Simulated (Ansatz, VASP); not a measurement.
## Mo: VASP beside Ansatz

```xyz
1
Lattice="-1.6127 1.6127 1.4417 1.6127 -1.6127 1.4417 1.6127 1.6127 -1.4417" Properties=species:S:1:pos:R:3 pbc="T T T"
Mo    0.0000    0.0000    0.0000
```

Change from the starting cell: strain +e along x and -e along y +0.0000, strain +e along z and -e/2 along x and y -0.0733.

Alike in both runs: task single point; functional LDA; k mesh 20 × 20 × 20; occupations gaussian, width 0.15 eV; no spin polarisation.

```csv
,VASP,Ansatz
version,VASP 6.6.1,Ansatz 0.2.0
potentials or method,"VASP PAW LDA potentials, release 64 (Mo_sv), cutoff 520 eV","scalar-relativistic, plane waves, PAW"
valence electrons in the cell,14,14
```

|  | VASP | Ansatz | Ansatz less VASP |
| --- | --- | --- | --- |
| gap on the k mesh at the Fermi level (eV) | none | none | - |
| pressure (GPa) | 4.0 | 2.8 | -1.16 |
| traceless stress, the component that is largest in VASP (GPa) | 22.25 | 22.26 | +0.009 |

Ansatz warns that its potentials were made for another functional, while VASP's fit it. LDA's correlation is that of Perdew and Zunger in VASP and of Perdew and Wang (1992) in Ansatz. A gap of «none» marks a metal or a gap that the smearing closes.
